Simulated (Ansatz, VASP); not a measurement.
Two plane-wave programs on Pd

```
CELL_PARAMETERS angstrom
2.84133 0.00000 0.00000
-1.42067 2.46067 0.00000
0.00000 0.00000 9.38674
ATOMIC_POSITIONS crystal
Pd 0.00000 0.00000 0.00000
Pd 0.00000 0.00000 0.50000
Pd 0.33333 0.66667 0.25000
Pd 0.66667 0.33333 0.75000
```

Alike in both runs: functional BLYP; k mesh 13 × 13 × 4; occupations fermi-dirac, width 0.1 eV; no spin polarisation.

Ansatz relaxed the structure, and its values are those at the end. VASP's run is a single point on that final structure, the one shown.

|  | VASP | Ansatz |
| --- | --- | --- |
| version | VASP 6.6.1 | Ansatz 0.2.0 |
| potentials or method | VASP PAW PBE potentials, release 64 (Pd), cutoff 520 eV | plane waves (420 eV) with PAW, scalar-relativistic |
| valence electrons in the cell | 40 | 72 |

```csv
,VASP,Ansatz,Ansatz less VASP
pressure (GPa),0.3,0.0,-0.29
```

VASP's potentials were made for PBE, not for BLYP. The functional is the same, so the differences come from potentials, cutoffs and numerics. VASP's potentials hold 40 valence electrons a cell and Ansatz's 72, so a difference there can come from the potentials and not from the codes.
